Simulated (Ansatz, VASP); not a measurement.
# Te: VASP beside Ansatz

File INCAR:

```
SYSTEM = Te
ALGO     = Normal         ! electronic algorithm
EDIFF    = 1E-6           ! SCF threshold, eV
ENCUT    = 520            ! plane-wave cutoff, eV
GGA      = PE             ! functional
ISIF     = 2              ! what is computed and relaxed
ISMEAR   = -1             ! smearing method
LASPH    = .TRUE.         ! aspherical terms in the spheres
LCHARG   = .FALSE.        ! write CHGCAR
LREAL    = .FALSE.        ! projectors in reciprocal space
LWAVE    = .FALSE.        ! write WAVECAR
NBANDS   = 9              ! bands
NELM     = 100            ! most SCF steps
PREC     = Accurate       ! precision mode
SIGMA    = 0.05           ! smearing width, eV
```

Contents of KPOINTS:

```
k-points
0
G
  9 9 9
  0 0 0
```

File POSCAR:

```
Te
1.0
    2.2857050000      1.3084100000      1.7231440000
   -2.2642260000      1.2957370000      1.7038320000
   -0.0002360000     -2.6597710000      1.7572810000
Te
1
Direct
    0.5014310000      0.4938640000      0.5031630000
```

File input.yaml:

```yaml
crystal:
  lattice:
    - [2.285705, 1.30841, 1.723144]
    - [-2.264226, 1.295737, 1.703832]
    - [-0.000236, -2.659771, 1.757281]
  atoms:
    - { symbol: Te, position: [0.501431, 0.493864, 0.503163] }
kpoints:
  mp_grid: { grid: [9, 9, 9] }
scf:
  occupations: { method: fermi_dirac, width: 0.05 }
hamiltonian:
  xc: pbe
  pseudopotentials: { kind: all_electron, lapw: { basis_error: 0.001 } }
output:
  forces: true
  stress: true
  eigenvalues: true
  populations: true
```

Change from the starting cell: cell strained at random at fixed volume.

Alike in both runs: task single point; functional PBE; k mesh 9 × 9 × 9; occupations fermi-dirac, width 0.05 eV; no spin polarisation.

```csv
,VASP,Ansatz
version,VASP 6.6.1,Ansatz 0.2.0
potentials or method,"VASP PAW PBE potentials, release 64 (Te), cutoff 520 eV","all-electron LAPW, scalar-relativistic"
```

```csv
,VASP,Ansatz,Ansatz less VASP
gap on the k mesh at the Fermi level (eV),none,none,-
pressure (GPa),2.9,2.9,+0.05
"traceless stress, the component that is largest in VASP (GPa)",0.31,0.31,+0.002
```

A gap of «none» marks a metal or a gap that the smearing closes. Ansatz ran all-electron here, and VASP with PAW potentials.

Spin-orbit coupling is off throughout.
